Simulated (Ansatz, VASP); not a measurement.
**TiB2 in VASP and in Ansatz**

INCAR

```
SYSTEM = TiB2
  ALGO = Normal
  EDIFF = 1E-8
  ENCUT = 520
  GGA = PS
  ISIF = 2
  ISMEAR = -1
  LASPH = .TRUE.
  LCHARG = .FALSE.
  LEFG = .TRUE.
  LREAL = .FALSE.
  LWAVE = .FALSE.
  NBANDS = 16
  NELM = 100
  PREC = Accurate
  SIGMA = 0.03
```

File KPOINTS:

```
k-points
0
G
  14 14 11
  0 0 0
```

The input POSCAR:

```
TiB2
1.0
    3.0897821656      0.0000000000      0.0000000000
   -1.5448910828      2.6758298476      0.0000000000
    0.0000000000      0.0000000000      3.2284000000
Ti B
1 2
Direct
    0.0000000000      0.0000000000      0.0000000000
    0.3333333333      0.6666666667      0.5000000000
    0.6666666667      0.3333333333      0.5000000000
```

Input for Ansatz:

```yaml
crystal:
  lattice:
    - [3.0897821656, 0.0, 0.0]
    - [-1.5448910828, 2.6758298476, 0.0]
    - [0.0, 0.0, 3.2284]
  atoms:
    - { symbol: Ti, position: [0.0, 0.0, 0.0] }
    - { symbol: B, position: [0.3333333333, 0.6666666667, 0.5] }
    - { symbol: B, position: [0.6666666667, 0.3333333333, 0.5] }
kpoints:
  mp_grid: { grid: [14, 14, 11] }
scf:
  occupations: { method: fermi_dirac, width: 0.03 }
hamiltonian:
  xc: pbesol
  pseudopotentials: { kind: paw }
output:
  forces: true
  stress: true
  eigenvalues: true
  efg: { contact_densities: true }
```

Change from the starting cell: equal xx and yy strain of +2 %, PAW files.

Alike in both runs: task electric field gradients; functional PBEsol; k mesh 14 × 14 × 11; occupations fermi-dirac, width 0.03 eV; no spin polarisation.

|  | VASP | Ansatz |
| --- | --- | --- |
| version | VASP 6.6.1 | Ansatz 0.2.0 |
| potentials or method | VASP PAW PBE potentials, release 64 (Ti_sv, B) | PAW with Ansatz's default frozen-core files, scalar-relativistic |
| plane-wave cutoff (eV) | 520 | 420 |
| valence electrons in the cell | 18 | 18 |

|  | VASP | Ansatz | Ansatz less VASP |
| --- | --- | --- | --- |
| pressure (GPa) | -14.5 | -14.9 | -0.31 |
| traceless stress, the component that is largest in VASP (GPa) | 4.53 | 4.59 | +0.062 |
| size of Vzz on the site where it differs most (V/Å²) | 15.2 | 16.9 | +1.78 |

VASP's potentials were made for PBE, not for PBEsol.
